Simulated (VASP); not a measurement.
Set up this calculation in VASP 6.6.1, as the native input.

| Quantity | Value |
| --- | --- |
| Task | single point |
| Functional | PBE |
| Potentials or basis | VASP PAW PBE potentials, release 64 (Mg, I) |
| Cutoff | 520 eV |
| k mesh | 6 × 6 × 4 |
| Occupations | gaussian, width 0.05 eV |
| Spin | no spin polarisation |
| Dipole correction | no |
| Further INCAR settings | ALGO = Normal; EDIFF = 1e-06; NBANDS = 15 |

The structure of MgI2 lies in POSCAR:

```
MgI2
1.0
    4.2950988506      0.0000000000      0.0000000000
   -2.1475494253      3.7196647164      0.0000000000
    0.0000000000      0.0000000000      7.9749240755
Mg I
1 2
Direct
    0.0000000000      0.0000000000      0.0000000000
    0.3333333333      0.6666666667      0.7781860196
    0.6666666667      0.3333333333      0.2218139804
```

These files were run (other wordings do the same):

INCAR

```
SYSTEM = MgI2
ALGO = Normal
EDIFF = 1E-6
ENCUT = 520
GGA = PE
ISIF = 2
ISMEAR = 0
LASPH = .True.
LCHARG = .True.
LELF = .True.
LREAL = .False.
LVHAR = .True.
LWAVE = .False.
NBANDS = 15
NELM = 80
PREC = Accurate
SIGMA = 0.05
```

KPOINTS

```
k-points
0
Gamma
  6 6 4
  0 0 0
```

Potentials or basis: VASP PAW PBE potentials, release 64 (Mg, I).

Command:

```sh
$ cat potpaw_PBE.64/Mg/POTCAR potpaw_PBE.64/I/POTCAR > POTCAR
$ mpirun -np 1 vasp_std > vasp.out
```

It gave:

```yaml
Pressure: -2.0 GPa
Largest_force: 0.524 eV/Å
Band_gap_on_the_k_mesh: 3.33 eV, direct
```

Caveat: spin-orbit coupling is left out, which moves the levels of the heavy elements; this functional lacks dispersion, which binds the layers, so the pressure and a relaxed spacing across them are unreliable.

Run time: 21 s on 1 thread of AMD EPYC 9R45 96-Core Processor (Zen 5), on a shared host, peak memory 0.22 GiB.
